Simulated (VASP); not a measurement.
LiCl, 2 atoms in the cell. Symmetry: I4/mmm, No. 139, tetragonal system. Conventional cell: a = 3.627 Å, b = 3.627 Å, c = 4.719 Å, α = 90.00°, β = 90.00°, γ = 90.00°. Within 3.1 Å of Li (site symmetry 4/mmm) lie 6 Cl at 2.36 to 2.56 Å. Cl (site symmetry 4/mmm) has 6 Li at 2.36 to 2.56 Å within 3.1 Å.  This cell differs from its parent crystal: strain +0.000 along x and y, -0.080 along z.

| Property | Result |
| --- | --- |
| Program | VASP 6.6.1 |
| Task | single point |
| Functional | PBE |
| Potentials or basis | VASP PAW PBE potentials, release 64 (Li_sv, Cl) |
| Cutoff | 520 eV |
| k mesh | 8 × 8 × 8 |
| Occupations | gaussian, width 0.05 eV |
| Spin | no spin polarisation |
| Dipole correction | no |
| Further INCAR settings | ALGO = Normal; EDIFF = 1e-06; NBANDS = 12 |

Potentials or basis: VASP PAW PBE potentials, release 64 (Li_sv, Cl).

Launch:

```bash
$ cat potpaw_PBE.64/Li_sv/POTCAR potpaw_PBE.64/Cl/POTCAR > POTCAR
$ mpirun -np 1 vasp_std > vasp.out
```

Hardware: 1 thread of Intel(R) Xeon(R) Platinum 8375C CPU @ 2.90GHz (Ice Lake), on a shared host.

Question: Estimate the wall time of this run.

Answer: It took 19 s on 1 thread of Intel(R) Xeon(R) Platinum 8375C CPU @ 2.90GHz (Ice Lake) (shared host), peak memory 0.16 GiB. Counts: scf iterations 12, k points 59.
